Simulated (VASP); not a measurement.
Here is a VASP 6.6.1 calculation.

File INCAR:

```
  ALGO = Normal
  EDIFF = 1E-6
  EDIFFG = -0.002
  ENCUT = 600
  GGA = PS
  IBRION = 2
  ISIF = 3
  ISMEAR = 0
  LASPH = True
  LCHARG = False
  LREAL = False
  LWAVE = False
  NELM = 100
  NSW = 100
  PREC = Accurate
  PSTRESS = 20.0
  SIGMA = 0.01
```

Contents of KPOINTS:

```
k-points
0
Gamma
  8 8 8
```

File POSCAR:

```
KF
1.0
    0.0000000000      2.6541886808      2.6541886808
    2.6541886808      0.0000000000      2.6541886808
    2.6541886808      2.6541886808      0.0000000000
K F
1 1
Direct
    0.0000000000      0.0000000000      0.0000000000
    0.5000000000      0.5000000000      0.5000000000
```

Potentials or basis: VASP PAW PBE potentials, release 64 (K_sv, F).

The run is started by

```bash
$ cat potpaw_PBE.64/K_sv/POTCAR potpaw_PBE.64/F/POTCAR > POTCAR
$ mpirun -np 1 vasp_std > vasp.out
```

**Question.** What does it give for the band gap on the k mesh?

**Answer.** 6.41 eV.

**Question.** What does it give for the relaxed volume?

**Answer.** 17.75 Å³/atom.

**Question.** Estimate the relaxed cell.

**Answer.** a = 3.689 Å, b = 3.689 Å, c = 3.689 Å, α = 60.00°, β = 60.00°, γ = 60.00°.

Step by step:
| step | energy change (eV) | largest force (eV/Å) | pressure (GPa) | volume (Å³) |
| --- | --- | --- | --- | --- |
| 1 | 0.0000 | 0.0000 | 0.02 | 37.40 |
| 2 | 0.0046 | 0.0000 | 1.23 | 36.16 |
| 3 | 0.0107 | 0.0000 | 1.94 | 35.54 |
| 4 | 0.0113 | 0.0000 | 2.00 | 35.49 |

Caveat: the cell is relaxed towards a set pressure, so the run minimises the enthalpy, not the energy; the PAW data sets were made with another functional, which shifts forces and pressure a little. A k mesh can miss the band edges.
